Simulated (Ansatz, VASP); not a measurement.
# One calculation of SiC, two programs

The input POSCAR:

```
SiC
1.0
    3.0154702046      0.0000000000      0.0000000000
   -1.5077351023      2.6114738016      0.0000000000
    0.0000000000      0.0000000000     14.7998013854
Si C
6 6
Direct
    0.3333333333      0.6666666667      0.8329803521
    0.6666666667      0.3333333333      0.3329803521
    0.6666666667      0.3333333333      0.6664987305
    0.3333333333      0.6666666667      0.1664987305
    0.0000000000      0.0000000000      0.4997152397
    0.0000000000      0.0000000000      0.9997152397
    0.0000000000      0.0000000000      0.8743698193
    0.0000000000      0.0000000000      0.3743698193
    0.3333333333      0.6666666667      0.7080026922
    0.6666666667      0.3333333333      0.2080026922
    0.6666666667      0.3333333333      0.5415341664
    0.3333333333      0.6666666667      0.0415341664
```

File INCAR.step1:

```
SYSTEM = SiC
ALGO     = Normal         ! electronic algorithm
EDIFF    = 1E-4           ! SCF threshold, eV
ENCUT    = 520            ! plane-wave cutoff, eV
GGA      = PE             ! functional
ISMEAR   = 0              ! smearing method
LASPH    = .True.         ! aspherical terms in the spheres
LCHARG   = .False.        ! write CHGCAR
LREAL    = .False.        ! projectors in reciprocal space
LWAVE    = .True.         ! write WAVECAR
NBANDS   = 36             ! bands
NELM     = 60             ! most SCF steps
PREC     = Accurate       ! precision mode
SIGMA    = 0.01           ! smearing width, eV
```

Contents of INCAR.step2:

```
SYSTEM = SiC
ALGO     = Normal         ! electronic algorithm
EDIFF    = 1E-6           ! SCF threshold, eV
ENCUT    = 520            ! plane-wave cutoff, eV
ISIF     = 2              ! what is computed and relaxed
ISMEAR   = 0              ! smearing method
ISTART   = 1            
LASPH    = .True.         ! aspherical terms in the spheres
LCHARG   = .False.        ! write CHGCAR
LMIXTAU  = .True.       
LREAL    = .False.        ! projectors in reciprocal space
LWAVE    = .False.        ! write WAVECAR
METAGGA  = R2SCAN         ! meta-GGA
NBANDS   = 36             ! bands
NELM     = 60             ! most SCF steps
PREC     = Accurate       ! precision mode
SIGMA    = 0.01           ! smearing width, eV
```

The input KPOINTS:

```
k-points
0
Gamma
  9 9 2
  0 0 0
```

Input for Ansatz:

```yaml
crystal:
  lattice:
    - [3.0154702046, 0.0, 0.0]
    - [-1.5077351023, 2.6114738016, 0.0]
    - [0.0, 0.0, 14.7998013854]
  atoms:
    - { symbol: Si, position: [0.3333333333, 0.6666666667, 0.8329803521] }
    - { symbol: Si, position: [0.6666666667, 0.3333333333, 0.3329803521] }
    - { symbol: Si, position: [0.6666666667, 0.3333333333, 0.6664987305] }
    - { symbol: Si, position: [0.3333333333, 0.6666666667, 0.1664987305] }
    - { symbol: Si, position: [0.0, 0.0, 0.4997152397] }
    - { symbol: Si, position: [0.0, 0.0, 0.9997152397] }
    - { symbol: C, position: [0.0, 0.0, 0.8743698193] }
    - { symbol: C, position: [0.0, 0.0, 0.3743698193] }
    - { symbol: C, position: [0.3333333333, 0.6666666667, 0.7080026922] }
    - { symbol: C, position: [0.6666666667, 0.3333333333, 0.2080026922] }
    - { symbol: C, position: [0.6666666667, 0.3333333333, 0.5415341664] }
    - { symbol: C, position: [0.3333333333, 0.6666666667, 0.0415341664] }
kpoints:
  mp_grid: { grid: [9, 9, 2] }
hamiltonian:
  xc: r2scan
scf:
  occupations: { method: fixed }
  n_extra_bands: 7
output:
  forces: true
  stress: true
  eigenvalues: true
```

Alike in both runs: task single point; functional r2SCAN; k mesh 9 × 9 × 2; no spin polarisation.

```csv
,VASP,Ansatz
version,VASP 6.6.1,Ansatz 0.2.0
potentials or method,"VASP PAW PBE potentials, release 64 (Si, C)","plane waves, PAW"
plane-wave cutoff (eV),520,500
occupations,"gaussian, width 0.01 eV",fixed
valence electrons in the cell,48,48
```

```csv
,VASP,Ansatz,Ansatz less VASP
gap on the k mesh at the Fermi level (eV),2.50,2.48,-0.012
pressure (GPa),15.6,15.9,+0.25
"traceless stress, the component that is largest in VASP (GPa)",-0.17,-0.17,-0.007
rms of the force components (eV/Å),0.005,0.006,+0.0005
```

VASP's potentials were made for PBE, not for r2SCAN. Atom by atom the forces differ by 0.001 eV/Å (rms over components).
